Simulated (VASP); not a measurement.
Set up this calculation in VASP 6.6.1, as the native input.

```yaml
Task: single point
Functional: PBEsol
Potentials_or_basis: VASP PAW PBE potentials, release 64 (Gd, O)
Cutoff: 520 eV
k_mesh: 9 × 9 × 9
Occupations: fermi-dirac, width 0.05 eV
Spin: collinear spin, ferromagnetic start
Starting_moments: "[7.0, 0.0] μB"
Dipole_correction: no
Further_INCAR_settings: ALGO = Normal; EDIFF = 1e-06; NBANDS = 23
```

The structure of GdO lies in POSCAR:

```
GdO
1.0
    0.0000000000      2.6567004642      2.6567004642
    2.6567004642      0.0000000000      2.6567004642
    2.6567004642      2.6567004642      0.0000000000
Gd O
1 1
Direct
    0.0000000000      0.0000000000      0.0000000000
    0.2500000000      0.2500000000      0.2500000000
```

These files were run (other wordings do the same):

INCAR

```
SYSTEM = GdO
PREC = Accurate
ENCUT = 520
EDIFF = 1E-6
ISMEAR = -1
SIGMA = 0.05
LREAL = .FALSE.
LASPH = .TRUE.
NELM = 150
ALGO = Normal
ISIF = 2
LWAVE = .FALSE.
LCHARG = .FALSE.
ISPIN = 2
MAGMOM = 7 0
LORBIT = 11
LMAXMIX = 6
GGA = PS
NBANDS = 23
```

KPOINTS

```
Automatic mesh
0
G
  9 9 9
  0 0 0
```

Potentials or basis: VASP PAW PBE potentials, release 64 (Gd, O).

Command:

```bash
$ cat potpaw_PBE.64/Gd/POTCAR potpaw_PBE.64/O/POTCAR > POTCAR
$ mpirun -np 1 vasp_std > vasp.out
```

Results of the run:

```json
{"Pressure": "0.2 GPa", "Net moment": "7.51 μB per cell", "Site moments": "Gd +6.87; O -0.03 μB", "Valence electrons inside the program's atomic spheres": "Gd 15.24; O 4.99"}
```

Caveat: the PAW data sets were made with another functional, which shifts forces and pressure a little; a cell with one magnetic atom can't hold antiferromagnetic order, which such compounds often take.

Run time: 82 s on 1 thread of Intel Xeon 6975P-C, with other jobs on the host, peak memory 0.21 GiB.
